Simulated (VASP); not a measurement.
A run of VASP 6.6.1 is set up as follows.

File INCAR:

```
ALGO = Fast
EDIFF = 1E-6
EDIFFG = -0.01
ENCUT = 600
GGA = PE
IBRION = 2
ISIF = 3
ISMEAR = 0
LASPH = True
LCHARG = False
LREAL = False
LWAVE = False
NELM = 80
NSW = 100
PREC = Accurate
SIGMA = 0.1
```

Contents of KPOINTS:

```
k-points
0
Gamma
  14 14 6
```

File POSCAR:

```
KRe3
1.0
    3.1076668873      0.0000000000      0.0000000000
    0.0000000000      3.1076668873      0.0000000000
    0.0000000000      0.0000000000      8.7256022845
K Re
1 3
Direct
    0.0000000000      0.0000000000      0.5000000000
    0.5000000000      0.5000000000      0.1623241058
    0.5000000000      0.5000000000      0.8376758942
    0.0000000000      0.0000000000      0.0000000000
```

Potentials or basis: VASP PAW PBE potentials, release 64 (K_sv, Re).

Run with:

```bash
$ cat potpaw_PBE.64/K_sv/POTCAR potpaw_PBE.64/Re/POTCAR > POTCAR
$ mpirun -np 1 vasp_std > vasp.out
```

**Question.** What does it give for the band gap on the k mesh?

**Answer.** Zero (bands 15 and 16 overlap by 1.69 eV).

**Question.** Predict the space group after relaxing (to 0.1 Å).

**Answer.** P4/mmm (No. 123).

Step by step:
```
step  energy change (eV)  largest force (eV/Å)  pressure (GPa)  volume (Å³)
   1              0.0000                0.2573           -0.46        84.27
   2             -0.0025                0.1489            1.88        83.53
   3             -0.0044                0.0110            0.97        83.81
   4             -0.0086                0.0012            0.61        84.17
   5             -0.0103                0.0110            0.24        84.55
   6             -0.0103                0.0548           -0.15        84.72
   7             -0.0104                0.0228            0.03        84.63
   8             -0.0104                0.0259            0.04        84.64
   9             -0.0104                0.0437           -0.06        84.68
  10             -0.0104                0.0237           -0.02        84.65
  11             -0.0104                0.0220           -0.01        84.64
  12             -0.0104                0.0242            0.00        84.64
  13             -0.0104                0.0133            0.03        84.66
  14             -0.0105                0.0008            0.09        84.71
  15             -0.0105                0.0081            0.08        84.73
  16             -0.0105                0.0024            0.06        84.72
  17             -0.0105                0.0041            0.01        84.80
```

Caveat: spin-orbit coupling is left out, which moves the levels of the heavy elements.
